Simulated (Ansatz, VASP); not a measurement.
## One calculation of ZnCu, two programs

```
Zn Cu
1.0
     2.89972    0.00000    0.00000
     0.00000    2.89972    0.00000
     0.00000    0.00000    2.89972
Zn Cu
1 1
Direct
  0.50000 0.50000 0.50000
  0.00000 0.00000 0.00000
```

Alike in both runs: functional r2SCAN; k mesh 11 × 11 × 11; occupations fermi-dirac, width 0.1 eV; no spin polarisation.

Ansatz relaxed the structure, and its values are those at the end. VASP's run is a single point on that final structure, the one shown.

```csv
,VASP,Ansatz
version,VASP 6.6.1,Ansatz 0.2.0
potentials or method,"VASP PAW PBE potentials, release 64 (Zn, Cu), cutoff 520 eV",PAW plane waves
valence electrons in the cell,23,31
```

|  | VASP | Ansatz | Ansatz less VASP |
| --- | --- | --- | --- |
| pressure (GPa) | 3.3 | 2.9 | -0.41 |

VASP's potentials were made for PBE, not for r2SCAN. The functional is the same, so the differences come from potentials, cutoffs and numerics. VASP's potentials hold 23 valence electrons a cell and Ansatz's 31, so a difference there can come from the potentials and not from the codes. Ansatz's warnings: stress scf threshold loose.
